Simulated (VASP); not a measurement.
Wanted: the native input for a VASP 6.6.1 run.

- Task: single point
- Functional: PBE
- Potentials or basis: VASP PAW PBE potentials, release 64 (Cs_sv, W_sv, S)
- Cutoff: 520 eV
- k mesh: 4 × 4 × 4
- Occupations: gaussian, width 0.1 eV
- Spin: no spin polarisation
- Dipole correction: no
- Further INCAR settings: ALGO = Normal; EDIFF = 1e-06; NBANDS = 28

The structure of CsWS3 lies in POSCAR:

```
CsWS3
1.0
    4.9829764200      0.0000000000      0.0000000000
    0.0000000000      4.9829764200      0.0000000000
    0.0000000000      0.0000000000      4.9829764200
Cs W S
1 1 3
Direct
    0.5000000000      0.5000000000      0.5000000000
    0.0000000000      0.0000000000      0.0000000000
    0.5000000000      0.0000000000      0.0000000000
    0.0000000000      0.5000000000      0.0000000000
    0.0000000000      0.0000000000      0.5000000000
```

The input as run:

INCAR

```
SYSTEM = CsWS3
ALGO = Normal
EDIFF = 1E-6
ENCUT = 520
GGA = PE
ISIF = 2
ISMEAR = 0
LASPH = .True.
LCHARG = .False.
LREAL = .False.
LWAVE = .False.
NBANDS = 28
NELM = 100
PREC = Accurate
SIGMA = 0.1
```

KPOINTS

```
k-points
0
Gamma
  4 4 4
  0 0 0
```

Potentials or basis: VASP PAW PBE potentials, release 64 (Cs_sv, W_sv, S).

Command:

```sh
$ cat potpaw_PBE.64/Cs_sv/POTCAR potpaw_PBE.64/W_sv/POTCAR potpaw_PBE.64/S/POTCAR > POTCAR
$ mpirun -np 1 vasp_std > vasp.out
```

It gave:

The pressure is -6.1 GPa.

Wall time 41 s on 1 thread of Intel(R) Xeon(R) Platinum 8259CL CPU @ 2.50GHz (Skylake/Cascade Lake), on a shared host, peak memory 0.26 GiB.
